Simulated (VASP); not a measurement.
# SiC (F-43m) in VASP: notebook

Runs on SiC. Level: PBEsol. Tasks: single point.

All numbers are computed with VASP 6.6.1; they aren't measurements. Logs are shortened: lines on timing, memory, paths and dates and some standing lists are left out, and cuts for length are marked.

**1. The cell of the first run**

Symmetry: F-43m, No. 216, cubic system. Conventional cell: a = 4.248 Å, b = 4.248 Å, c = 4.248 Å, α = 90.00°, β = 90.00°, γ = 90.00°. Within 2.4 Å of Si (site symmetry -43m) lie 4 C at 1.84 Å. C (site symmetry -43m) has 4 Si at 1.84 Å within 2.4 Å.

**2. Single point, PBEsol**

The input, INCAR:

```
SYSTEM = SiC
  ALGO = Normal
  EDIFF = 1E-6
  ENCUT = 600
  GGA = PS
  GGA_COMPAT = .False.
  ISIF = 2
  ISMEAR = 0
  LASPH = .True.
  LCHARG = .False.
  LREAL = .False.
  LWAVE = .False.
  NBANDS = 11
  NELM = 120
  PREC = Accurate
  SIGMA = 0.05
```

The input, KPOINTS:

```
k-points
0
Gamma
  10 10 10
  0 0 0
```

The input, POSCAR:

```
SiC
1.0
    0.0000000000      2.1239347058      2.1239347058
    2.1239347058      0.0000000000      2.1239347058
    2.1239347058      2.1239347058      0.0000000000
Si C
1 1
Direct
    0.0000000000      0.0000000000      0.0000000000
    0.7500000000      0.7500000000      0.7500000000
```

Potentials or basis: VASP PAW PBE potentials, release 64 (Si, C).

Command:

```console
cat potpaw_PBE.64/Si/POTCAR potpaw_PBE.64/C/POTCAR > POTCAR
mpirun -np 1 vasp_std > vasp.out
```

OUTCAR:

```text
SYSTEM = SiC
   EDIFF = 1E-6
   ENCUT = 600
   GGA = PS
   ISIF = 2
   ISMEAR = 0
   LASPH = .True.
   LREAL = .False.
   NELM = 120
   PREC = Accurate

 ion  position               nearest neighbor table
   1  0.000  0.000  0.000-   2 1.84   2 1.84   2 1.84   2 1.84
   2  0.750  0.750  0.750-   1 1.84   1 1.84   1 1.84   1 1.84

  LATTYP: Found a face centered cubic cell.
 ALAT       =     4.2478694116

  Lattice vectors:

 A1 = (   0.0000000000,   2.1239347058,   2.1239347058)
 A2 = (   2.1239347058,   0.0000000000,   2.1239347058)
 A3 = (   2.1239347058,   2.1239347058,   0.0000000000)

Analysis of symmetry for initial positions (statically):
=====================================================================
 Subroutine PRICEL returns:
 Original cell was already a primitive cell.

 Routine SETGRP: Setting up the symmetry group for a
 face centered cubic supercell.

 Subroutine GETGRP returns: Found 24 space group operations
 (whereof 24 operations were pure point group operations)
 out of a pool of 48 trial point group operations.

The static configuration has the point symmetry T_d .

Analysis of symmetry for dynamics (positions and initial velocities):
=====================================================================
 Subroutine PRICEL returns:
 Original cell was already a primitive cell.

 Routine SETGRP: Setting up the symmetry group for a
 face centered cubic supercell.

 Subroutine GETGRP returns: Found 24 space group operations
 (whereof 24 operations were pure point group operations)
 out of a pool of 48 trial point group operations.

The dynamic configuration has the point symmetry T_d .

 Subroutine INISYM returns: Found 24 space group operations
 (whereof 24 operations are pure point group operations),
 and found     1 'primitive' translations

----------------------------------------------------------------------------------------

                                     Primitive cell

  volume of cell :      19.1626

  direct lattice vectors                    reciprocal lattice vectors
     0.000000000  2.123934706  2.123934706    -0.235412133  0.235412133  0.235412133
     2.123934706  0.000000000  2.123934706     0.235412133 -0.235412133  0.235412133
     2.123934706  2.123934706  0.000000000     0.235412133  0.235412133 -0.235412133

  length of vectors
     3.003697267  3.003697267  3.003697267     0.407745776  0.407745776  0.407745776

  position of ions in fractional coordinates (direct lattice)
     0.000000000  0.000000000  0.000000000
     0.750000000  0.750000000  0.750000000

  ion indices of the primitive-cell ions
[... 79 lines left out ...]
   IBRION =     -1    ionic relax: 0-MD 1-quasi-New 2-CG
   NFREE  =      0    steps in history (QN), initial steepest desc. (CG)
   ISIF   =      2    stress and relaxation
   ISYM   =      2    0-nonsym 1-usesym 2-fastsym
   POTIM  = 0.5000    time-step for ionic-motion
   TEBEG  =    0.0;   TEEND  =   0.0 temperature during run
   PSTRESS=    0.0 pullay stress
   NELECT =       8.0000    total number of electrons
   NUPDOWN=      -1.0000    fix difference up-down
   EMIN   =  10.00;   EMAX   =-10.00  energy-range for DOS
   EFERMI =   0.00;   METHOD = LEGACY
   ISMEAR =     0;   SIGMA  =   0.05  broadening in eV -4-tet -1-fermi 0-gaus
   EFERMI_NEDOS =   21; number of points for ismear=-14 and -15
   IALGO  =     38    algorithm
   IMIX   =      4    mixing-type and parameters
     AMIX     =   0.40;   BMIX     =  1.00
     AMIX_MAG =   1.60;   BMIX_MAG =  1.00
  volume/ion in A,a.u.               =       9.58        64.66
  Fermi-wavevector in a.u.,A,eV,Ry     =   1.223546  2.312167 20.368806  1.497065
  Thomas-Fermi vector in A             =   2.358653
   LORBIT       =      0    0 simple, 1 ext, 2 COOP (PROOUT), +10 PAW based schemes
   GGA     = PS    functional components
   LHFCALC =     F    Hartree Fock is set to
   AEXX    =    0.0000 exact exchange contribution
   IVDW    =     0    specifies the selected vdW correction
   LEPSILON=     F    determine dielectric tensor
   LRPA    =     F    only Hartree local field effects (RPA)
 non-spin polarized calculation
 Gauss-broadening in eV      SIGMA  =   0.05
  energy-cutoff  :      600.00
  volume of cell :       19.16
 maximum number of plane-waves:       652
   NGX = 11   NGY = 11   NGZ = 11

 number of electron       7.9999999 magnetization

 Free energy of the ion-electron system (eV)
  ---------------------------------------------------
  ext. energy  EPLUGINS =         0.00000000
  ---------------------------------------------------
  free energy    TOTEN  =       -15.82571376 eV

  energy without entropy =      -15.82571376  energy(sigma->0) =      -15.82571376

 E-fermi :   9.2310     XC(G=0): -11.8387

 val. band max:        8.9411312977   @ k =   0.0000   0.0000   0.0000
 cond. band min:      10.1019194230   @ k =   0.5000   0.5000   0.0000
 fundamental gap:      1.1607881253
 Fermi energy:         9.2310400111

 k-point     1 :       0.0000    0.0000    0.0000
  band No.  band energies     occupation
      1      -7.0998      2.00000
      2       8.9411      2.00000
      3       8.9411      2.00000
      4       8.9411      2.00000
      5      16.0281      0.00000
      6      16.7343      0.00000
      7      16.7343      0.00000
      8      16.7343      0.00000
      9      23.8594      0.00000
     10      23.8594      0.00000
     11      26.4187      0.00000
[... 309 lines left out ...]
 k-point    24 :       0.4000    0.3000    0.0000
  band No.  band energies     occupation
      1      -3.7331      2.00000
      2       3.2638      2.00000
      3       5.6044      2.00000
      4       6.1754      2.00000
      5      11.7525      0.00000
      6      14.7763      0.00000
      7      21.3436      0.00000
      8      21.5428      0.00000
      9      23.5543      0.00000
     10      27.6844      0.00000
     11      31.2774      0.00000

 [... further k-points ...]
[... 5 lines left out ...]
  --------------------------------------------------------------------------------------
  -------------------------------------------------------------------------------------
  Total        2.3656864      2.3656864      2.3656864     -0.0000000      0.0000000      0.0000000
  in kB      197.7945288    197.7945288    197.7945288     -0.0000000      0.0000000      0.0000000
  external PRESSURE =     197.7945288 kB  Pullay stress =       0.0000000 kB

 VOLUME and BASIS-vectors are now :
 -----------------------------------------------------------------------------
  energy-cutoff  :      600.00
  volume of cell :       19.16
      direct lattice vectors                 reciprocal lattice vectors
     0.000000000  2.123934706  2.123934706    -0.235412133  0.235412133  0.235412133
     2.123934706  0.000000000  2.123934706     0.235412133 -0.235412133  0.235412133
     2.123934706  2.123934706  0.000000000     0.235412133  0.235412133 -0.235412133

 POSITION                                       TOTAL-FORCE (eV/Angst)
 -----------------------------------------------------------------------------------
      0.00000      0.00000      0.00000        -0.000000     -0.000000     -0.000000
      3.18590      3.18590      3.18590         0.000000      0.000000      0.000000
 -----------------------------------------------------------------------------------
    total drift:                               -0.000000     -0.000000     -0.000000

  FREE ENERGIE OF THE ION-ELECTRON SYSTEM (eV)
  ---------------------------------------------------
  free  energy   TOTEN  =       -15.8257137618 eV

  energy  without entropy=      -15.8257137618  energy(sigma->0) =      -15.82571376
```

OSZICAR:

```text
N       E                     dE             d eps       ncg     rms          rms(c)
DAV:   1     0.564090719979E+01    0.56409E+01   -0.42322E+03  1058   0.689E+02
DAV:   2    -0.171176399597E+02   -0.22759E+02   -0.21745E+02  1302   0.121E+02
DAV:   3    -0.178474416068E+02   -0.72980E+00   -0.72846E+00  1280   0.178E+01
DAV:   4    -0.178501840765E+02   -0.27425E-02   -0.27423E-02  1168   0.140E+00
DAV:   5    -0.178501950032E+02   -0.10927E-04   -0.10927E-04  1276   0.823E-02    0.960E+00
DAV:   6    -0.159316725293E+02    0.19185E+01   -0.62250E+00  1172   0.115E+01    0.437E+00
DAV:   7    -0.158406572028E+02    0.91015E-01   -0.47653E-01  1219   0.385E+00    0.190E+00
DAV:   8    -0.158258868062E+02    0.14770E-01   -0.22632E-02  1181   0.965E-01    0.168E-01
DAV:   9    -0.158256758585E+02    0.21095E-03   -0.16249E-03  1255   0.220E-01    0.114E-01
DAV:  10    -0.158257134771E+02   -0.37619E-04   -0.10358E-04  1175   0.663E-02    0.266E-02
DAV:  11    -0.158257137618E+02   -0.28465E-06   -0.72752E-06  1235   0.163E-02
   1 F= -.15825714E+02 E0= -.15825714E+02  d E =-.212328E-18
```

stdout:

```text
POSCAR found type information on POSCAR SiC
 POSCAR found :  2 types and       2 ions
 scaLAPACK will be used
 -----------------------------------------------------------------------------
|                                                                             |
|                                                                             |
|     You enforced a specific xc type in the INCAR file but a different       |
|     I HOPE YOU KNOW WHAT YOU ARE DOING!                                     |
|                                                                             |
 -----------------------------------------------------------------------------

 LDA part: xc-table for (Slater+PW92), standard interpolation
 POSCAR, INCAR and KPOINTS ok, starting setup
 FFT: planning ... GRIDC
 FFT: planning ... GRID_SOFT
 FFT: planning ... GRID
 WAVECAR not read
 entering main loop
```

It took 11 s on 1 thread of Intel Xeon 8259CL, shared host; peak memory 0.14 GiB.

Results:

```
Free energy            : -15.8257 eV
Pressure               : 19.8 GPa
Band gap on the k mesh : 1.16 eV (least direct gap 4.52 eV)
```

Levels at points of the mesh, in eV from the valence-band top:
```
           k point  band 1  band 2  band 3  band 4  band 5  band 6  band 7  band 8
(0.00, 0.00, 0.00)  -16.04    0.00    0.00    0.00    7.09    7.79    7.79    7.79
(0.50, 0.00, 0.00)  -12.14   -9.04   -1.07   -1.07    6.08    7.45    7.45   10.34
(0.50, 0.50, 0.00)  -10.60   -8.09   -3.36   -3.36    1.16    4.47   14.86   14.86
```

Caveat: the cell stands under pressure; the PAW data sets were made with another functional, which shifts forces and pressure a little.

**3. Single point, PBEsol**

This run uses another cell than the first one, of 9.83 Å³/atom.

The input, INCAR:

```
PREC = Accurate
ENCUT = 600
EDIFF = 1E-6
ISMEAR = 0
SIGMA = 0.05
LREAL = F
LASPH = T
NELM = 120
ALGO = Normal
ISIF = 2
LWAVE = F
LCHARG = F
GGA = PS
NBANDS = 11
GGA_COMPAT = F
```

The input, KPOINTS:

```
regular mesh
0
Gamma
  10 10 10
```

The input, POSCAR:

```
SiC
1.0
    0.0000000000      2.1420153807      2.1420153807
    2.1420153807      0.0000000000      2.1420153807
    2.1420153807      2.1420153807      0.0000000000
Si C
1 1
Direct
    0.0000000000      0.0000000000      0.0000000000
    0.7500000000      0.7500000000      0.7500000000
```

Potentials or basis: VASP PAW PBE potentials, release 64 (Si, C).

Command:

```console
cat potpaw_PBE.64/Si/POTCAR potpaw_PBE.64/C/POTCAR > POTCAR
mpirun -np 1 vasp_std > vasp.out
```

OUTCAR:

```text
PREC = Accurate
   ENCUT = 600
   EDIFF = 1E-6
   ISMEAR = 0
   LREAL = F
   LASPH = T
   NELM = 120
   ISIF = 2
   GGA = PS

 ion  position               nearest neighbor table
   1  0.000  0.000  0.000-   2 1.86   2 1.86   2 1.86   2 1.86
   2  0.750  0.750  0.750-   1 1.86   1 1.86   1 1.86   1 1.86

  LATTYP: Found a face centered cubic cell.
 ALAT       =     4.2840307614

  Lattice vectors:

 A1 = (   0.0000000000,   2.1420153807,   2.1420153807)
 A2 = (   2.1420153807,   0.0000000000,   2.1420153807)
 A3 = (   2.1420153807,   2.1420153807,   0.0000000000)

Analysis of symmetry for initial positions (statically):
=====================================================================
 Subroutine PRICEL returns:
 Original cell was already a primitive cell.

 Routine SETGRP: Setting up the symmetry group for a
 face centered cubic supercell.

 Subroutine GETGRP returns: Found 24 space group operations
 (whereof 24 operations were pure point group operations)
 out of a pool of 48 trial point group operations.

The static configuration has the point symmetry T_d .

Analysis of symmetry for dynamics (positions and initial velocities):
[... 165 lines left out ...]

 k-point     1 :       0.0000    0.0000    0.0000
  band No.  band energies     occupation
      1      -7.1911      2.00000
      2       8.6426      2.00000
      3       8.6426      2.00000
      4       8.6426      2.00000
      5      15.4298      0.00000
      6      16.2488      0.00000
      7      16.2488      0.00000
      8      16.2488      0.00000
      9      23.4057      0.00000
     10      23.4057      0.00000
     11      25.7128      0.00000
[... 309 lines left out ...]
 k-point    24 :       0.4000    0.3000    0.0000
  band No.  band energies     occupation
      1      -3.8939      2.00000
      2       2.9965      2.00000
      3       5.3564      2.00000
      4       5.9163      2.00000
      5      11.4368      0.00000
      6      14.3693      0.00000
      7      20.7583      0.00000
      8      20.9964      0.00000
      9      22.9382      0.00000
     10      27.1400      0.00000
     11      30.5955      0.00000

 [... further k-points ...]
[... 5 lines left out ...]
  --------------------------------------------------------------------------------------
  -------------------------------------------------------------------------------------
  Total        1.5486082      1.5486082      1.5486082      0.0000000      0.0000000     -0.0000000
  in kB      126.2276201    126.2276201    126.2276201      0.0000000      0.0000000     -0.0000000
  external PRESSURE =     126.2276201 kB  Pullay stress =       0.0000000 kB

 VOLUME and BASIS-vectors are now :
 -----------------------------------------------------------------------------
  energy-cutoff  :      600.00
  volume of cell :       19.66
      direct lattice vectors                 reciprocal lattice vectors
     0.000000000  2.142015381  2.142015381    -0.233425028  0.233425028  0.233425028
     2.142015381  0.000000000  2.142015381     0.233425028 -0.233425028  0.233425028
     2.142015381  2.142015381  0.000000000     0.233425028  0.233425028 -0.233425028

 POSITION                                       TOTAL-FORCE (eV/Angst)
 -----------------------------------------------------------------------------------
      0.00000      0.00000      0.00000        -0.000000      0.000000      0.000000
      3.21302      3.21302      3.21302         0.000000     -0.000000     -0.000000
 -----------------------------------------------------------------------------------
    total drift:                               -0.000000     -0.000000     -0.000000

  FREE ENERGIE OF THE ION-ELECTRON SYSTEM (eV)
  ---------------------------------------------------
  free  energy   TOTEN  =       -15.8758835271 eV

  energy  without entropy=      -15.8758835271  energy(sigma->0) =      -15.87588353
```

Run time: 14 s. Hardware: 1 thread of Intel Xeon 8259CL, shared host; peak memory 0.14 GiB.

What came out:

* Free energy: -15.8759 eV
* Pressure: 12.6 GPa
* Band gap on the k mesh: 1.19 eV (least direct gap 4.50 eV)

Caveat: the cell stands under pressure; the PAW data sets were made with another functional, which shifts forces and pressure a little. A k mesh can miss the band edges.

**4. Single point, PBEsol**

This run uses another cell than the first one, of 10.60 Å³/atom.

The input, INCAR:

```
ALGO = Normal
EDIFF = 1E-6
ENCUT = 600
GGA = PS
GGA_COMPAT = False
ISIF = 2
ISMEAR = 0
LASPH = True
LCHARG = False
LREAL = False
LWAVE = False
NBANDS = 11
NELM = 120
PREC = Accurate
SIGMA = 0.05
```

The input, KPOINTS:

```
k-points
0
Gamma
  10 10 10
```

The input, POSCAR:

```
SiC
1.0
    0.0000000000      2.1964752449      2.1964752449
    2.1964752449      0.0000000000      2.1964752449
    2.1964752449      2.1964752449      0.0000000000
Si C
1 1
Direct
    0.0000000000      0.0000000000      0.0000000000
    0.7500000000      0.7500000000      0.7500000000
```

Command:

```console
cat potpaw_PBE.64/Si/POTCAR potpaw_PBE.64/C/POTCAR > POTCAR
mpirun -np 1 vasp_std > vasp.out
```

It took 24 s on 1 thread of Intel Xeon 8259CL, shared host; peak memory 0.15 GiB.

The run converged. Its results:

```
Free energy            : -15.9086 eV
Pressure               : -5.0 GPa
Band gap on the k mesh : 1.26 eV (least direct gap 4.42 eV)
```

Levels at points of the mesh, in eV from the valence-band top:
| k point | band 2 | band 3 | band 4 | band 5 | band 6 | band 7 |
| --- | --- | --- | --- | --- | --- | --- |
| (0.00, 0.00, 0.00) | 0.00 | 0.00 | 0.00 | 5.91 | 7.08 | 7.08 |
| (0.50, 0.00, 0.00) | -8.47 | -1.05 | -1.05 | 5.16 | 7.04 | 7.04 |
| (0.50, 0.50, 0.00) | -7.76 | -3.16 | -3.16 | 1.26 | 4.12 | 13.68 |

Caveat: the cell stands under tension; the PAW data sets were made with another functional, which shifts forces and pressure a little. A k mesh can miss the band edges.

**5. Summary**

```csv
cell,gap on the mesh (eV),pressure (GPa)
"a = 3.004 Å, angles 60.0°, 2 atoms",1.16,19.8
"a = 3.029 Å, angles 60.0°, 2 atoms",1.19,12.6
"a = 3.106 Å, angles 60.0°, 2 atoms",1.26,-5.0
```

Alike in all rows: task single point; level PBEsol; potentials or basis VASP PAW PBE potentials, release 64 (Si, C); no spin polarisation; k mesh 10 × 10 × 10; cutoff (eV) 600; smearing gaussian 0.05 eV.

Caveats: the PAW data sets were made with another functional, which shifts forces and pressure a little; the cell stands under pressure (at least some runs); the cell stands under tension (at least some runs).

Total energies depend on the potentials used, so only differences within one code and one set of settings carry meaning.
